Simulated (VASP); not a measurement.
# LiF (P6_3mc) in VASP: notebook

LiF is run at these levels: PBE; tasks: single point.

Everything below comes from runs of VASP 6.6.1. Logs are shortened: lines on timing, memory, paths and dates and some standing lists are left out, and cuts for length are marked.

**1. The cell of the first run**

Symmetry: P6_3mc, No. 186, hexagonal system. The conventional cell has a = 3.196 Å, b = 3.196 Å, c = 4.690 Å, α = 90.00°, β = 90.00°, γ = 120.00°. Within 2.5 Å of Li (site symmetry 3m) lie 4 F at 1.87 to 2.06 Å. F (site symmetry 3m) has 4 Li at 1.87 to 2.06 Å within 2.5 Å.

**2. Single point, PBE (c/a of the conventional cell at fixed volume 1.4678)**

Input file INCAR:

```
SYSTEM = LiF
  PREC = Accurate
  ENCUT = 520
  EDIFF = 1E-7
  ISMEAR = 0
  SIGMA = 0.05
  LREAL = .False.
  LASPH = .True.
  NELM = 60
  ALGO = Normal
  ISIF = 2
  LWAVE = .False.
  LCHARG = .False.
  GGA = PE
  NBANDS = 18
```

Input file KPOINTS:

```
Automatic mesh
0
Gamma
  9 9 6
  0 0 0
```

Input file POSCAR:

```
LiF
1.0
    3.1955814611      0.0000000000      0.0000000000
   -1.5977907305      2.7674547252      0.0000000000
    0.0000000000      0.0000000000      4.6904744686
Li F
2 2
Direct
    0.3333333333      0.6666666667      0.4320721835
    0.6666666667      0.3333333333      0.9320721835
    0.3333333333      0.6666666667      0.9939266766
    0.6666666667      0.3333333333      0.4939266766
```

Potentials or basis: VASP PAW PBE potentials, release 64 (Li_sv, F).

Run with:

```
$ cat potpaw_PBE.64/Li_sv/POTCAR potpaw_PBE.64/F/POTCAR > POTCAR
$ mpirun -np 1 vasp_std > vasp.out
```

OUTCAR:

```text
SYSTEM = LiF
   PREC = Accurate
   ENCUT = 520
   EDIFF = 1E-7
   ISMEAR = 0
   LREAL = .False.
   LASPH = .True.
   NELM = 60
   ISIF = 2
   GGA = PE

 ion  position               nearest neighbor table
   1  0.333  0.667  0.432-   4 1.87   4 1.87   4 1.87   3 2.06
   2  0.667  0.333  0.932-   3 1.87   3 1.87   3 1.87   4 2.06
   3  0.333  0.667  0.994-   2 1.87   2 1.87   2 1.87   1 2.06
   4  0.667  0.333  0.494-   1 1.87   1 1.87   1 1.87   2 2.06

  LATTYP: Found a hexagonal cell.
 ALAT       =     3.1955814611
 C/A-ratio  =     1.4678000000

  Lattice vectors:

 A1 = (   3.1955814611,   0.0000000000,   0.0000000000)
 A2 = (  -1.5977907305,   2.7674547252,   0.0000000000)
 A3 = (   0.0000000000,   0.0000000000,   4.6904744686)

Analysis of symmetry for initial positions (statically):
=====================================================================
 Subroutine PRICEL returns:
 Original cell was already a primitive cell.

 Routine SETGRP: Setting up the symmetry group for a
 hexagonal supercell.

 Subroutine GETGRP returns: Found 12 space group operations
 (whereof  6 operations were pure point group operations)
 out of a pool of 24 trial point group operations.

The static configuration has the point symmetry C_3v.
 The point group associated with its full space group is C_6v.

Analysis of symmetry for dynamics (positions and initial velocities):
=====================================================================
 Subroutine PRICEL returns:
 Original cell was already a primitive cell.

 Routine SETGRP: Setting up the symmetry group for a
 hexagonal supercell.

 Subroutine GETGRP returns: Found 12 space group operations
 (whereof  6 operations were pure point group operations)
 out of a pool of 24 trial point group operations.

The dynamic configuration has the point symmetry C_3v.
 The point group associated with its full space group is C_6v.

 Subroutine INISYM returns: Found 12 space group operations
 (whereof  6 operations are pure point group operations),
 and found     1 'primitive' translations

----------------------------------------------------------------------------------------

                                     Primitive cell

  volume of cell :      41.4808

  direct lattice vectors                    reciprocal lattice vectors
     3.195581461  0.000000000  0.000000000     0.312932095  0.180671429  0.000000000
    -1.597790731  2.767454725  0.000000000     0.000000000  0.361342858  0.000000000
     0.000000000  0.000000000  4.690474469     0.000000000  0.000000000  0.213198048

  length of vectors
     3.195581461  3.195581461  4.690474469     0.361342858  0.361342858  0.213198048

  position of ions in fractional coordinates (direct lattice)
     0.333333333  0.666666667  0.432072183
     0.666666667  0.333333333  0.932072183
     0.333333333  0.666666667  0.993926677
     0.666666667  0.333333333  0.493926677

  ion indices of the primitive-cell ions
   primitive index   ion index
                 1           1
                 2           2
                 3           3
                 4           4

----------------------------------------------------------------------------------------

 KPOINTS: Automatic mesh

Automatic generation of k-mesh.
 Grid dimensions read from file:
 generate k-points for:    9    9    6

 Generating k-lattice:

  Cartesian coordinates                     Fractional coordinates (reciprocal lattice)
     0.034770233  0.020074603  0.000000000     0.111111111  0.000000000  0.000000000
     0.000000000  0.040149206  0.000000000     0.000000000  0.111111111  0.000000000
     0.000000000  0.000000000  0.035533008     0.000000000  0.000000000  0.166666667

  Length of vectors
     0.040149206  0.040149206  0.035533008

  Shift w.r.t. Gamma in fractional coordinates (k-lattice)
     0.000000000  0.000000000  0.000000000

 Subroutine IBZKPT returns following result:
 ===========================================

 Found     48 irreducible k-points:

 Following reciprocal coordinates:
            Coordinates               Weight
  0.000000  0.000000  0.000000      1.000000
  0.111111  0.000000  0.000000      6.000000
  0.222222 -0.000000  0.000000      6.000000
  0.333333  0.000000  0.000000      6.000000
  0.444444 -0.000000  0.000000      6.000000
  0.111111  0.111111  0.000000      6.000000
[... 16 lines left out ...]
  0.333333  0.222222  0.166667     24.000000
  0.333333  0.333333  0.166667      4.000000
 [... further k-points ...]
   k-points           NKPTS =     48   k-points in BZ     NKDIM =     48   number of bands    NBANDS=     18
   number of dos      NEDOS =    301   number of ions     NIONS =      4
   total plane-waves  NPLWV =  20736
   dimension x,y,z NGX =    24 NGY =   24 NGZ =   36
   dimension x,y,z NGXF=    48 NGYF=   48 NGZF=   72
   ions per type =               2   2
   NGX,Y,Z   is equivalent  to a cutoff of  12.49, 12.49, 12.76 a.u.
   NGXF,Y,Z  is equivalent  to a cutoff of  24.97, 24.97, 25.52 a.u.
 SYSTEM =  LiF
   PREC   = accura    normal or accurate (medium, high low for compatibility)
   ISTART =      0    job   : 0-new  1-cont  2-samecut
   ICHARG =      2    charge: 1-file 2-atom 10-const
   ISPIN  =      1    spin polarized calculation?
   LNONCOLLINEAR =      F non collinear calculations
   LSORBIT =      F    spin-orbit coupling
   LASPH  =      T    aspherical Exc in radial PAW
   ENCUT  =  520.0 eV  38.22 Ry    6.18 a.u.   5.94  5.94  8.72*2*pi/ulx,y,z
   NELM   =     60;   NELMIN=  2; NELMDL= -5     # of ELM steps
   EDIFF  = 0.1E-06   stopping-criterion for ELM
   LREAL  =      F    real-space projection
   EDIFFG = 0.1E-05   stopping-criterion for IOM
   NSW    =      0    number of steps for IOM
   IBRION =     -1    ionic relax: 0-MD 1-quasi-New 2-CG
   NFREE  =      0    steps in history (QN), initial steepest desc. (CG)
   ISIF   =      2    stress and relaxation
   ISYM   =      2    0-nonsym 1-usesym 2-fastsym
   POTIM  = 0.5000    time-step for ionic-motion
   TEBEG  =    0.0;   TEEND  =   0.0 temperature during run
   PSTRESS=    0.0 pullay stress
   NELECT =      20.0000    total number of electrons
   NUPDOWN=      -1.0000    fix difference up-down
   EMIN   =  10.00;   EMAX   =-10.00  energy-range for DOS
   EFERMI =   0.00;   METHOD = LEGACY
   ISMEAR =     0;   SIGMA  =   0.05  broadening in eV -4-tet -1-fermi 0-gaus
   EFERMI_NEDOS =   21; number of points for ismear=-14 and -15
   IALGO  =     38    algorithm
   IMIX   =      4    mixing-type and parameters
     AMIX     =   0.40;   BMIX     =  1.00
     AMIX_MAG =   1.60;   BMIX_MAG =  1.00
  volume/ion in A,a.u.               =      10.37        69.98
  Fermi-wavevector in a.u.,A,eV,Ry     =   1.283716  2.425872 22.421420  1.647928
  Thomas-Fermi vector in A             =   2.415953
   LORBIT       =      0    0 simple, 1 ext, 2 COOP (PROOUT), +10 PAW based schemes
   GGA     = PE    functional components
   LHFCALC =     F    Hartree Fock is set to
   AEXX    =    0.0000 exact exchange contribution
   IVDW    =     0    specifies the selected vdW correction
   LEPSILON=     F    determine dielectric tensor
   LRPA    =     F    only Hartree local field effects (RPA)
 non-spin polarized calculation
 Gauss-broadening in eV      SIGMA  =   0.05
  energy-cutoff  :      520.00
  volume of cell :       41.48
 maximum number of plane-waves:      1130
 NGX is ok and might be reduce to    24
   NGX = 11   NGY = 11   NGZ = 17

 number of electron      20.0000027 magnetization

 Free energy of the ion-electron system (eV)
  ---------------------------------------------------
  ext. energy  EPLUGINS =         0.00000000
  ---------------------------------------------------
  free energy    TOTEN  =       -19.25222587 eV

  energy without entropy =      -19.25222587  energy(sigma->0) =      -19.25222587

 E-fermi :  -2.1793     XC(G=0):  -8.6546

 val. band max:       -2.3910002932   @ k =   0.0000   0.0000   0.0000
 cond. band min:       4.9263166409   @ k =   0.0000   0.0000   0.0000
 fundamental gap:      7.3173169342
 Fermi energy:        -2.1792941347

 k-point     1 :       0.0000    0.0000    0.0000
  band No.  band energies     occupation
      1     -43.2794      2.00000
      2     -43.2446      2.00000
      3     -22.0099      2.00000
      4     -21.6701      2.00000
      5      -4.7799      2.00000
      6      -3.2441      2.00000
[... 10 lines left out ...]
     17      16.0159      0.00000
     18      18.4402      0.00000

 k-point     2 :       0.1111    0.0000    0.0000
  band No.  band energies     occupation
      1     -43.2765      2.00000
      2     -43.2436      2.00000
      3     -21.9978      2.00000
      4     -21.6759      2.00000
      5      -4.6987      2.00000
      6      -3.3451      2.00000
[... 10 lines left out ...]
     17      16.3312      0.00000
     18      17.7266      0.00000

 k-point     3 :       0.2222   -0.0000    0.0000
  band No.  band energies     occupation
      1     -43.2690      2.00000
      2     -43.2413      2.00000
      3     -21.9634      2.00000
      4     -21.6938      2.00000
      5      -4.4776      2.00000
      6      -3.6438      2.00000
[... 10 lines left out ...]
     17      16.4696      0.00000
     18      16.9846      0.00000

 k-point     4 :       0.3333    0.0000    0.0000
  band No.  band energies     occupation
      1     -43.2595      2.00000
      2     -43.2395      2.00000
      3     -21.9151      2.00000
      4     -21.7223      2.00000
      5      -4.2565      2.00000
      6      -3.9191      2.00000
[... 375 lines left out ...]
      4     -21.7502      2.00000
      5      -4.2896      2.00000
      6      -4.0734      2.00000
[... 10 lines left out ...]
     17      15.9806      0.00000
     18      17.6462      0.00000

 k-point    23 :       0.3333    0.2222    0.1667
  band No.  band energies     occupation
      1     -43.2477      2.00000
      2     -43.2409      2.00000
      3     -21.8417      2.00000
      4     -21.7779      2.00000
      5      -4.5121      2.00000
      6      -3.8840      2.00000
[... 10 lines left out ...]
     17      15.6500      0.00000
     18      17.5136      0.00000

 k-point    24 :       0.3333    0.3333    0.1667
  band No.  band energies     occupation
      1     -43.2433      2.00000
      2     -43.2433      2.00000
      3     -21.8077      2.00000
      4     -21.8077      2.00000
      5      -4.5962      2.00000
      6      -3.7008      2.00000
[... 10 lines left out ...]
     17      15.4660      0.00000
     18      17.7991      0.00000

 [... further k-points ...]

------------------------ aborting loop because EDIFF is reached ----------------------------------------

  FORCE on cell =-STRESS in cart. coord.  units (eV):
  Direction    XX          YY          ZZ          XY          YZ          ZX
  --------------------------------------------------------------------------------------
  -------------------------------------------------------------------------------------
  Total        0.0525606      0.0525606     -0.6655452      0.0000000      0.0000000      0.0000000
  in kB        2.0301297      2.0301297    -25.7063829      0.0000000      0.0000000      0.0000000
  external PRESSURE =      -7.2153745 kB  Pullay stress =       0.0000000 kB

 VOLUME and BASIS-vectors are now :
 -----------------------------------------------------------------------------
  energy-cutoff  :      520.00
  volume of cell :       41.48
      direct lattice vectors                 reciprocal lattice vectors
     3.195581461  0.000000000  0.000000000     0.312932095  0.180671429  0.000000000
    -1.597790731  2.767454725  0.000000000     0.000000000  0.361342858  0.000000000
     0.000000000  0.000000000  4.690474469     0.000000000  0.000000000  0.213198048

 POSITION                                       TOTAL-FORCE (eV/Angst)
 -----------------------------------------------------------------------------------
     -0.00000      1.84497      2.02662        -0.000000      0.000000     -0.183271
      1.59779      0.92248      4.37186         0.000000     -0.000000     -0.183271
     -0.00000      1.84497      4.66199        -0.000000      0.000000      0.183271
      1.59779      0.92248      2.31675         0.000000     -0.000000      0.183271
 -----------------------------------------------------------------------------------
    total drift:                                0.000002      0.000004     -0.000147

  FREE ENERGIE OF THE ION-ELECTRON SYSTEM (eV)
  ---------------------------------------------------
  free  energy   TOTEN  =       -19.2522258676 eV

  energy  without entropy=      -19.2522258676  energy(sigma->0) =      -19.25222587
```

Run time: 20 s. Hardware: 1 thread of Intel Xeon Platinum 8488C (Sapphire Rapids), shared host; peak memory 0.16 GiB.

What came out:

- Free energy: -19.2522 eV
- Largest force: 0.183 eV/Å
- Band gap on the k mesh: 7.32 eV, direct

Forces in eV/Å, atoms in the order of the input:
```
Li   0.000  0.000 -0.183
Li   0.000  0.000 -0.183
F    0.000  0.000  0.183
F    0.000  0.000  0.183
```

Caveat: the cutoff is under 1.25 times the usual one of these potentials, so pressure, stress and relaxed cells hold a basis-set (Pulay) error. A k mesh can miss the band edges.

(Continued in part 2 of 2.)
